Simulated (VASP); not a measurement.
Here is a VASP 6.6.1 calculation.

File INCAR:

```
SYSTEM = P
PREC = Accurate ; ENCUT = 520
EDIFF = 1E-7 ; ISMEAR = -1
SIGMA = 0.1 ; LREAL = .False.
LASPH = .True. ; NELM = 80
ALGO = Normal ; ISIF = 2
LWAVE = .False. ; LCHARG = .True.
GGA = PE ; LELF = .True.
LVHAR = .True. ; NBANDS = 8
```

The input KPOINTS:

```
regular mesh
0
Gamma
  18 18 18
  0 0 0
```

File POSCAR:

```
P
1.0
    0.0000000000      1.9378122655      1.9378122655
    1.9378122655      0.0000000000      1.9378122655
    1.9378122655      1.9378122655      0.0000000000
P
1
Direct
    0.0000000000      0.0000000000      0.0000000000
```

Potentials or basis: VASP PAW PBE potentials, release 64 (P).

Launch:

```sh
$ cat potpaw_PBE.64/P/POTCAR > POTCAR
$ mpirun -np 1 vasp_std > vasp.out
```

Question: Predict the pressure.

Answer: -0.2 GPa.
